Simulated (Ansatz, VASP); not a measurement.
**Two plane-wave programs on Mo**

INCAR

```
SYSTEM = Mo
  PREC = Accurate
  ENCUT = 520
  EDIFF = 1E-7
  ISMEAR = 1
  SIGMA = 0.1
  LREAL = .FALSE.
  LASPH = .TRUE.
  NELM = 60
  ALGO = Normal
  ISIF = 2
  LWAVE = .FALSE.
  LCHARG = .FALSE.
  NBANDS = 13
```

Contents of KPOINTS:

```
regular mesh
0
G
  13 13 13
  0 0 0
```

The input POSCAR:

```
Mo
1.0
   -1.5521500284      1.5521500284      1.5521500284
    1.5521500284     -1.5521500284      1.5521500284
    1.5521500284      1.5521500284     -1.5521500284
Mo
1
Direct
    0.0000000000      0.0000000000      0.0000000000
```

Input for Ansatz:

```yaml
crystal:
  lattice:
    - [-1.5521500283730705, 1.5521500283730705, 1.5521500283730705]
    - [1.5521500283730705, -1.5521500283730705, 1.5521500283730705]
    - [1.5521500283730705, 1.5521500283730705, -1.5521500283730705]
  atoms:
    - { symbol: Mo, position: [0.0, 0.0, 0.0] }
basis:
  ecutwfc: 510.0
kpoints:
  mp_grid:
    grid: [13, 13, 13]
hamiltonian:
  xc: lda
  pseudopotentials:
    kind: paw
scf:
  occupations:
    method: cold
output:
  stress: true
```

Alike in both runs: task single point; functional LDA; k mesh 13 × 13 × 13; no spin polarisation.

```csv
,VASP,Ansatz
version,VASP 6.6.1,Ansatz 0.2.0
potentials or method,"VASP PAW LDA potentials, release 64 (Mo_sv), cutoff 520 eV","plane waves, PAW"
occupations,"methfessel-paxton of order 1, width 0.1 eV",cold
valence electrons in the cell,14,14
```

|  | VASP | Ansatz | Ansatz less VASP |
| --- | --- | --- | --- |
| pressure (GPa) | 2.9 | 1.7 | -1.24 |

LDA's correlation is that of Perdew and Zunger in VASP and of Perdew and Wang (1992) in Ansatz.
